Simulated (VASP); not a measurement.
TiAl: single point with PBEsol

TiAl:

```
Ti Al
1.0
     2.82425    0.00000    0.00000
    -1.41213    2.48312    0.00000
     0.00000    0.00000    4.67808
Ti Al
1 1
Direct
  0.00000 0.00000 0.00000
  0.33333 0.66667 0.50000
```

This cell differs from its parent crystal: strain -0.0150 x Voigt [1, 0, 0, 0, 0, 0].

| Item | Value |
| --- | --- |
| Program | VASP 6.6.1 |
| Task | single point |
| Functional | PBEsol |
| Potentials or basis | VASP PAW PBE potentials, release 64 (Ti_sv, Al) |
| Cutoff | 520 eV |
| k mesh | 18 × 18 × 10 |
| Occupations | gaussian, width 0.15 eV |
| Spin | no spin polarisation |
| Dipole correction | no |
| Further INCAR settings | ALGO = Fast; EDIFF = 1e-06; NBANDS = 14 |

The pressure is -1.4 GPa, the largest force is 0.045 eV/Å and the band gap on the k mesh is zero (an odd number of electrons rules out a gap without spin polarisation).

Forces in eV/Å, atoms in the order of the input:
```
Ti   0.000  0.045  0.000
Al   0.000 -0.045  0.000
```

Stress tensor (GPa, compression positive):
```
 0.04  0.00  0.00
 0.00 -1.28  0.00
 0.00  0.00 -2.82
```

Levels at points of the mesh, in eV from the Fermi level:
```tsv
k point	band 5	band 6	band 7	band 8	band 9	band 10	band 11	band 12
(0.00, 0.00, 0.00)	-9.01	-2.36	-1.90	1.20	1.40	2.81	2.85	3.87
(0.50, 0.00, 0.00)	-3.70	-2.75	-1.57	-1.02	2.11	4.05	4.14	4.18
(0.00, 0.50, 0.00)	-3.78	-2.90	-1.60	-1.04	2.21	4.04	4.07	4.12
(0.00, 0.00, 0.50)	-8.12	-5.33	-0.49	1.21	1.41	2.73	2.78	6.70
(0.50, 0.00, 0.50)	-3.65	-2.39	-1.86	0.62	0.97	1.91	2.94	4.07
(0.00, 0.50, 0.50)	-3.74	-2.50	-1.86	0.48	0.91	2.03	2.88	4.04
```

It took 14 min on 1 thread of Intel Xeon 8259CL, on a shared host, peak memory 0.37 GiB.

Caveat: the cell differs from its parent crystal (strain -0.0150 x Voigt [1, 0, 0, 0, 0, 0]); the PAW data sets were made with another functional, which shifts forces and pressure a little.
